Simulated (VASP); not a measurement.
The system is BN.

```xyz
2
Lattice="0.0000 3.4953 2.1661 1.2516 0.0000 2.1661 1.2516 3.4953 0.0000" Properties=species:S:1:pos:R:3 pbc="T T T"
B     1.2516    3.4953    0.0002
N     1.2516    3.4953    2.8881
```

```yaml
Program: VASP 6.6.1
Task: relaxation of cell and atoms
Functional: r2SCAN
Dispersion: D4
Potentials_or_basis: VASP PAW PBE potentials, release 64 (B, N)
Cutoff: 660 eV
k_mesh: 10 × 10 × 10
Occupations: gaussian, width 0.01 eV
Spin: no spin polarisation
```

At the start: pressure -1.0 GPa; volume 9.48 Å³/atom.

**Question.** Where does the relaxation end?

**Answer.** Over 14 steps the energy falls by 2.3 meV/atom and the volume is 8.98 Å³/atom (-5.2 %); space group Fmm2 (No. 42, to 0.1 Å) before and after.

The path:
```
step  energy change (eV)  largest force (eV/Å)  pressure (GPa)  volume (Å³)
   1              0.0000                0.0111           -1.02        18.95
   2             -0.0003                0.0338            0.76        18.79
   3             -0.0004                0.0202            0.22        18.84
   4             -0.0009                0.0049            0.24        18.78
   5             -0.0021                0.0412            0.33        18.60
   6             -0.0037                0.1341            0.53        18.23
   7             -0.0018                0.3238            1.12        17.51
   8             -0.0039                0.1766            0.64        18.07
   9             -0.0043                0.1071            0.44        18.03
  10             -0.0044                0.0874           -0.11        17.92
  11             -0.0045                0.0133            0.10        17.96
  12             -0.0045                0.0096            0.11        17.96
  13             -0.0045                0.0053            0.06        17.96
  14             -0.0046                0.0026           -0.02        17.97
```

Final structure:
```
CELL_PARAMETERS angstrom
0.00000 3.31961 2.16330
1.25104 0.00000 2.16330
1.25104 3.31961 0.00000
ATOMIC_POSITIONS crystal
B 0.00012 0.00012 0.99988
N 0.66660 0.66660 0.33340
```

Caveat: the PAW data sets were made with another functional, which shifts forces and pressure a little.
